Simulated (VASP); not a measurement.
Crystal: SiO2.

```xyz
12
Lattice="4.9717 0.0000 0.0000 0.0000 4.9717 0.0000 0.0000 0.0000 6.9223" Properties=species:S:1:pos:R:3 pbc="T T T"
Si    1.4929    1.4929    0.0000
Si    0.9929    3.9788    1.7306
Si    3.4788    3.4788    3.4611
Si    3.9788    0.9929    5.1917
O     1.1892    0.5190    1.2370
O     1.9668    3.6751    2.9676
O     3.7825    4.4527    4.6982
O     3.0049    1.2966    6.4287
O     3.6751    1.9668    3.9547
O     4.4527    3.7825    2.2241
O     1.2966    3.0049    0.4936
O     0.5190    1.1892    5.6853
```

```yaml
Program: VASP 6.6.1
Task: relaxation of cell and atoms
Functional: PBE
Potentials_or_basis: VASP PAW PBE potentials, release 64 (Si, O)
Cutoff: 600 eV
k_mesh: 6 × 6 × 4
Occupations: gaussian, width 0.02 eV
Spin: no spin polarisation
```

At the start: pressure 7.5 GPa; volume 14.26 Å³/atom.

Where does the relaxation end?

Over 61 steps the energy falls by 14.8 meV/atom and the volume is 15.25 Å³/atom (+7.0 %); space group P4_12_12 (No. 92, to 0.1 Å) before and after.

Step by step:
| step | energy change (eV) | largest force (eV/Å) | pressure (GPa) | volume (Å³) |
| --- | --- | --- | --- | --- |
| 1 | 0.0000 | 0.4593 | 7.51 | 171.10 |
| 3 | -0.1700 | 0.0452 | -0.07 | 177.97 |
| 5 | -0.1698 | 0.0895 | 0.05 | 177.93 |
| 7 | -0.1705 | 0.0308 | 0.01 | 178.03 |
| 9 | -0.1714 | 0.0538 | -0.55 | 179.46 |
| 11 | -0.1716 | 0.0526 | -0.54 | 179.52 |
| 13 | -0.1724 | 0.0484 | -0.51 | 179.82 |
| 15 | -0.1741 | 0.0527 | -0.41 | 181.02 |
| 17 | -0.1743 | 0.0669 | -0.37 | 181.57 |
| 19 | -0.1753 | 0.0380 | -0.03 | 181.33 |
| 21 | -0.1757 | 0.0292 | 0.10 | 181.25 |
| 23 | -0.1757 | 0.0791 | 0.41 | 181.05 |
| 25 | -0.1763 | 0.0326 | 0.20 | 181.22 |
| 27 | -0.1769 | 0.0166 | 0.02 | 181.53 |
| 29 | -0.1770 | 0.0246 | -0.03 | 181.64 |
| 31 | -0.1770 | 0.0187 | -0.03 | 181.69 |
| 33 | -0.1771 | 0.0102 | -0.05 | 181.81 |
| 35 | -0.1771 | 0.0101 | 0.03 | 181.74 |
| 37 | -0.1772 | 0.0106 | 0.04 | 181.76 |
| 39 | -0.1772 | 0.0080 | 0.00 | 181.83 |
| 41 | -0.1772 | 0.0091 | -0.04 | 181.92 |
| 43 | -0.1772 | 0.0087 | -0.01 | 181.95 |
| 45 | -0.1773 | 0.0099 | 0.04 | 182.02 |
| 47 | -0.1773 | 0.0130 | 0.00 | 182.21 |
| 49 | -0.1773 | 0.0151 | -0.02 | 182.31 |
| 51 | -0.1774 | 0.0109 | -0.06 | 182.58 |
| 53 | -0.1775 | 0.0133 | -0.06 | 182.71 |
| 55 | -0.1775 | 0.0061 | 0.03 | 183.19 |
| 57 | -0.1775 | 0.0078 | 0.01 | 183.07 |
| 59 | -0.1775 | 0.0080 | 0.00 | 183.05 |
| 61 | -0.1775 | 0.0024 | 0.00 | 183.02 |

Final structure:
```
Si O
1.0
     5.08197    0.00000    0.00000
     0.00000    5.08197    0.00000
     0.00000    0.00000    7.08660
Si O
4 8
Direct
  0.29463 0.29463 0.00000
  0.20537 0.79463 0.25000
  0.70537 0.70537 0.50000
  0.79463 0.20537 0.75000
  0.24096 0.09445 0.17461
  0.40555 0.74096 0.42461
  0.75904 0.90555 0.67461
  0.59445 0.25904 0.92461
  0.74096 0.40555 0.57539
  0.90555 0.75904 0.32539
  0.25904 0.59445 0.07539
  0.09445 0.24096 0.82539
```
